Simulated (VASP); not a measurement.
A run of VASP 6.6.1 is set up as follows.

INCAR

```
SYSTEM = Sb
  PREC = Accurate
  ENCUT = 600
  EDIFF = 1E-6
  ISMEAR = 1
  SIGMA = 0.05
  LREAL = .False.
  LASPH = .True.
  NELM = 80
  ALGO = Normal
  ISIF = 3
  LWAVE = .False.
  LCHARG = .False.
  GGA = PS
  IBRION = 2
  NSW = 60
  EDIFFG = -0.01
```

KPOINTS

```
Automatic mesh
0
Gamma
  15 15 15
  0 0 0
```

File POSCAR:

```
Sb
1.0
    3.1600000000      0.0000000000      0.0000000000
    0.0000000000      3.1600000000      0.0000000000
    0.0000000000      0.0000000000      3.1600000000
Sb
1
Direct
    0.0000000000      0.0000000000      0.0000000000
```

Potentials or basis: VASP PAW PBE potentials, release 64 (Sb).

Run with:

```bash
$ cat potpaw_PBE.64/Sb/POTCAR > POTCAR
$ mpirun -np 1 vasp_std > vasp.out
```

Problem. What does it give for the relaxed volume?

Solution. 28.69 Å³/atom.

Problem. What does it give for the space group after relaxing (to 0.05 Å)?

Solution. Pm-3m (No. 221).

Problem. Predict the relaxed cell.

Solution. a = 3.061 Å, b = 3.061 Å, c = 3.061 Å, α = 90.00°, β = 90.00°, γ = 90.00°.

Final structure:
```yaml
crystal:
  lattice:
    - [3.06121, 0.00000, 0.00000]
    - [0.00000, 3.06121, 0.00000]
    - [0.00000, 0.00000, 3.06121]
  atoms:
    - { symbol: Sb, position: [0.00000, 0.00000, 0.00000] }
```

Caveat: the PAW data sets were made with another functional, which shifts forces and pressure a little.
